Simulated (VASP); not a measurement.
YRu2Rh4, 7 atoms in the cell. The structure is tetragonal, space group I4/mmm (No. 139). The conventional cell has a = 6.636 Å, b = 6.636 Å, c = 5.074 Å, α = 90.00°, β = 90.00°, γ = 90.00°. Y (site symmetry 4/mmm) has 12 Rh at 2.83 to 3.15 Å and 8 Ru at 3.55 Å within 3.7 Å. Within 3.3 Å of Ru (site symmetry -4m2) lie 2 Ru at 2.54 Å and 8 Rh at 2.71 Å. Rh (site symmetry m2m) has 4 Rh at 2.64 to 2.71 Å and 4 Ru at 2.71 Å and 3 Y at 2.83 to 3.15 Å within 3.5 Å. 

- Program: VASP 6.6.1
- Task: single point
- Functional: PBE
- Potentials or basis: VASP PAW PBE potentials, release 64 (Y_sv, Ru_pv, Rh_pv)
- Cutoff: 520 eV
- k mesh: 4 × 4 × 4
- Occupations: gaussian, width 0.2 eV
- Spin: no spin polarisation
- Dipole correction: no
- Further INCAR settings: ALGO = Normal; EDIFF = 1e-07; NBANDS = 58

Potentials or basis: VASP PAW PBE potentials, release 64 (Y_sv, Ru_pv, Rh_pv).

Command:

```sh
$ cat potpaw_PBE.64/Y_sv/POTCAR potpaw_PBE.64/Ru_pv/POTCAR potpaw_PBE.64/Rh_pv/POTCAR > POTCAR
$ mpirun -np 1 vasp_std > vasp.out
```

Hardware: 1 thread of Oxide Virtual Turin-like Processor (shared host).

Task: Estimate the wall time of this run.

Result: It took 2.4 min on 1 thread of Oxide Virtual Turin-like Processor (shared host), peak memory 0.26 GiB. Counts: scf iterations 17, k points 13.
